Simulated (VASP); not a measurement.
A run of VASP 6.6.1:

Contents of INCAR:

```
PREC = Accurate
ENCUT = 520
EDIFF = 1E-7
ISMEAR = 0
SIGMA = 0.1
LREAL = F
LASPH = T
NELM = 80
ALGO = Normal
ISIF = 2
LWAVE = F
LCHARG = F
GGA = PE
NBANDS = 14
```

Contents of KPOINTS:

```
regular mesh
0
Gamma
  20 20 20
```

The input POSCAR:

```
HfN
1.0
    0.0000000000      2.2590000000      2.2590000000
    2.2590000000      0.0000000000      2.2590000000
    2.2590000000      2.2590000000      0.0000000000
Hf N
1 1
Direct
    0.0000000000      0.0000000000      0.0000000000
    0.5000000000      0.5000000000      0.5000000000
```

Potentials or basis: VASP PAW PBE potentials, release 64 (Hf_pv, N).

Command:

```console
$ cat potpaw_PBE.64/Hf_pv/POTCAR potpaw_PBE.64/N/POTCAR > POTCAR
$ mpirun -np 1 vasp_std > vasp.out
```

Hardware: 1 thread of Intel(R) Xeon(R) Platinum 8488C (Sapphire Rapids), on a shared host.

Q: Estimate the wall time of this run.

A: Run time: 51 s on 1 thread of Intel(R) Xeon(R) Platinum 8488C (Sapphire Rapids), with other jobs on the host, peak memory 0.21 GiB. Counts: scf iterations 14, k points 256.
